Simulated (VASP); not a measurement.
# KRh (L10 type) (P4/mmm) in VASP: notebook, part 2 of 2

VASP 6.6.1. The steps go on from the part before.

## (3) Electric field gradients, LDA (z stretched by +1 % at fixed volume)

The input, INCAR:

```
ALGO     = Normal         # electronic algorithm
EDIFF    = 1E-8           # SCF threshold, eV
ENCUT    = 460            # plane-wave cutoff, eV
GGA      = CA             # functional
GGA_COMPAT= False        
ISIF     = 2              # what is computed and relaxed
ISMEAR   = -1             # smearing method
LASPH    = True           # aspherical terms in the spheres
LCHARG   = False          # write CHGCAR
LEFG     = True         
LREAL    = False          # projectors in reciprocal space
LWAVE    = False          # write WAVECAR
NBANDS   = 20             # bands
NELM     = 120            # most SCF steps
PREC     = Accurate       # precision mode
SIGMA    = 0.05           # smearing width, eV
```

The input, KPOINTS:

```
k-points
0
Gamma
  9 9 7
```

The input, POSCAR:

```
KRh
1.0
    2.6833142247      0.0000000000      0.0000000000
    0.0000000000      2.6833142247      0.0000000000
    0.0000000000      0.0000000000      5.2238820139
K Rh
1 1
Direct
    0.0000000000      0.0000000000      0.0000000000
    0.5000000000      0.5000000000      0.5000000000
```

Potentials or basis: VASP PAW LDA potentials, release 64 (K_sv, Rh_sv_GW).

Run with:

```sh
$ cat potpaw_LDA.64/K_sv/POTCAR potpaw_LDA.64/Rh_sv_GW/POTCAR > POTCAR
$ mpirun -np 1 vasp_std > vasp.out
```

OUTCAR:

```text
EDIFF = 1E-8
   ENCUT = 460
   GGA = CA
   ISIF = 2
   ISMEAR = -1
   LASPH = True
   LREAL = False
   NELM = 120
   PREC = Accurate

 ion  position               nearest neighbor table
   1  0.000  0.000  0.000-   2 3.23   2 3.23   2 3.23   2 3.23   2 3.23   2 3.23   2 3.23   2 3.23

   2  0.500  0.500  0.500-   1 3.23   1 3.23   1 3.23   1 3.23   1 3.23   1 3.23   1 3.23   1 3.23

  LATTYP: Found a simple tetragonal cell.
 ALAT       =     2.6833142247
 C/A-ratio  =     1.9468021918

  Lattice vectors:

 A1 = (   2.6833142247,   0.0000000000,   0.0000000000)
 A2 = (   0.0000000000,   2.6833142247,   0.0000000000)
 A3 = (   0.0000000000,   0.0000000000,   5.2238820139)

Analysis of symmetry for initial positions (statically):
=====================================================================
 Subroutine PRICEL returns:
 Original cell was already a primitive cell.

 Routine SETGRP: Setting up the symmetry group for a
 simple tetragonal supercell.

 Subroutine GETGRP returns: Found 16 space group operations
 (whereof 16 operations were pure point group operations)
 out of a pool of 16 trial point group operations.

The static configuration has the point symmetry D_4h.

Analysis of symmetry for dynamics (positions and initial velocities):
=====================================================================
 Subroutine PRICEL returns:
 Original cell was already a primitive cell.

 Routine SETGRP: Setting up the symmetry group for a
 simple tetragonal supercell.

 Subroutine GETGRP returns: Found 16 space group operations
 (whereof 16 operations were pure point group operations)
[... 158 lines left out ...]
  band No.  band energies     occupation
      1     -72.1269      2.00000
      2     -40.1392      2.00000
      3     -40.1392      2.00000
      4     -40.0901      2.00000
      5     -26.6121      2.00000
      6     -10.0567      2.00000
[... 541 lines left out ...]
     19      14.3090      0.00000
     20      15.3267      0.00000

 [... further k-points ...]

------------------------ aborting loop because EDIFF is reached ----------------------------------------

  FORCE on cell =-STRESS in cart. coord.  units (eV):
  Direction    XX          YY          ZZ          XY          YZ          ZX
  --------------------------------------------------------------------------------------
  -------------------------------------------------------------------------------------
  Total        0.0660654      0.0660654     -0.4287401      0.0000000      0.0000000      0.0000000
  in kB        2.8141574      2.8141574    -18.2628367      0.0000000      0.0000000      0.0000000
  external PRESSURE =      -4.2115073 kB  Pullay stress =       0.0000000 kB

 VOLUME and BASIS-vectors are now :
 -----------------------------------------------------------------------------
  energy-cutoff  :      460.00
  volume of cell :       37.61
      direct lattice vectors                 reciprocal lattice vectors
     2.683314225  0.000000000  0.000000000     0.372673461  0.000000000  0.000000000
     0.000000000  2.683314225  0.000000000     0.000000000  0.372673461  0.000000000
     0.000000000  0.000000000  5.223882014     0.000000000  0.000000000  0.191428520

 POSITION                                       TOTAL-FORCE (eV/Angst)
 -----------------------------------------------------------------------------------
      0.00000      0.00000      0.00000         0.000000      0.000000      0.000000
      1.34166      1.34166      2.61194         0.000000      0.000000      0.000000
 -----------------------------------------------------------------------------------
    total drift:                               -0.000000      0.000000      0.000000

  FREE ENERGIE OF THE ION-ELECTRON SYSTEM (eV)
  ---------------------------------------------------
  free  energy   TOTEN  =        -7.3438870170 eV

  energy  without entropy=       -7.3206949752  energy(sigma->0) =       -7.33229100

 Electric field gradients (V/A^2)
---------------------------------------------------------------------
 ion       V_xx      V_yy      V_zz      V_xy      V_xz      V_yz
---------------------------------------------------------------------
   1      43.313    43.313   -86.625    -0.000     0.000     0.000
   2      16.804    16.804   -33.608    -0.000    -0.000     0.000
---------------------------------------------------------------------

 Electric field gradients after diagonalization (V/A^2)
 (convention: |V_zz| > |V_xx| > |V_yy|)
----------------------------------------------------------------------
 ion       V_xx      V_yy      V_zz     asymmetry (V_yy - V_xx)/ V_zz
----------------------------------------------------------------------
   1      43.313    43.313   -86.625       0.000
   2      16.804    16.804   -33.608       0.000
----------------------------------------------------------------------

           NMR quadrupolar parameters

 Cq : quadrupolar parameter    Cq=e*Q*V_zz/h
 eta: asymmetry parameters     (V_yy - V_xx)/ V_zz
 Q  : nuclear electric quadrupole moment in mb (millibarn)
----------------------------------------------------------------------
 ion       Cq(MHz)       eta       Q (mb)
----------------------------------------------------------------------
   1      -0.209       0.000       1.000
   2      -0.081       0.000       1.000
----------------------------------------------------------------------
```

OSZICAR:

```text
N       E                     dE             d eps       ncg     rms          rms(c)
DAV:   1     0.315419710774E+03    0.31542E+03   -0.14795E+04  2448   0.131E+03
DAV:   2     0.133367352891E+02   -0.30208E+03   -0.28795E+03  2600   0.623E+02
DAV:   3    -0.825890156803E+01   -0.21596E+02   -0.20844E+02  3576   0.135E+02
DAV:   4    -0.930517993211E+01   -0.10463E+01   -0.10409E+01  3860   0.301E+01
DAV:   5    -0.933775731284E+01   -0.32577E-01   -0.32529E-01  3548   0.448E+00    0.381E+01
DAV:   6    -0.889747268787E+01    0.44028E+00   -0.45021E+01  3408   0.486E+01    0.965E+00
DAV:   7    -0.743270678815E+01    0.14648E+01   -0.12092E+01  3508   0.316E+01    0.103E+01
DAV:   8    -0.739023639998E+01    0.42470E-01   -0.21552E-01  3224   0.319E+00    0.472E+00
DAV:   9    -0.734457624422E+01    0.45660E-01   -0.28782E-01  3736   0.463E+00    0.550E-01
DAV:  10    -0.734394489215E+01    0.63135E-03   -0.31504E-03  2936   0.503E-01    0.146E-01
DAV:  11    -0.734389646229E+01    0.48430E-04   -0.28530E-04  4072   0.143E-01    0.527E-02
DAV:  12    -0.734388725753E+01    0.92048E-05   -0.63586E-05  3372   0.656E-02    0.149E-02
DAV:  13    -0.734388714722E+01    0.11031E-06   -0.22414E-06  3156   0.127E-02    0.479E-03
DAV:  14    -0.734388703018E+01    0.11704E-06   -0.14286E-06  3512   0.540E-03    0.111E-03
DAV:  15    -0.734388701963E+01    0.10548E-07   -0.56615E-08  2828   0.155E-03    0.428E-04
DAV:  16    -0.734388701695E+01    0.26776E-08   -0.15760E-08  2140   0.722E-04
   1 F= -.73438870E+01 E0= -.73322910E+01  d E =-.231920E-01
```

stdout:

```text
POSCAR found type information on POSCAR K Rh
 POSCAR found :  2 types and       2 ions
 scaLAPACK will be used
 LDA part: xc-table for (Slater(with rela. corr.)+CA(PZ))
 , standard interpolation
 POSCAR, INCAR and KPOINTS ok, starting setup
 FFT: planning ... GRIDC
 FFT: planning ... GRID_SOFT
 FFT: planning ... GRID
 WAVECAR not read
 entering main loop
ion   1

ion   2
```

Wall time 47 s (1 thread of Intel Xeon Platinum 8175M at 2.50GHz (Skylake/Cascade Lake), shared host); peak memory 0.17 GiB.

What came out:

| Property | Result |
| --- | --- |
| Free energy | -7.3439 eV |
| Pressure | -0.4 GPa |
| Band gap on the k mesh | zero (bands 13 and 14 overlap by 1.96 eV) |
| Largest electric field gradient by atom | K -86.6; Rh -33.6 V/Å² |

Stress tensor (GPa, compression positive):
```
 0.28  0.00  0.00
 0.00  0.28  0.00
 0.00  0.00 -1.83
```

Levels at points of the mesh, in eV from the Fermi level:
```tsv
k point	band 11	band 12	band 13	band 14	band 15	band 16
(0.00, 0.00, 0.00)	-2.69	-0.12	-0.12	0.75	2.46	2.70
```

Electric field gradients, principal values (V/Å²):
```csv
atom,least,middle,greatest (by size)
1 K,43.313,43.313,-86.625
2 Rh,16.804,16.804,-33.608
```

Caveat: without QUAD_EFG the Cq values of the log hold for a quadrupole moment of 1 mb, not for the nuclei.
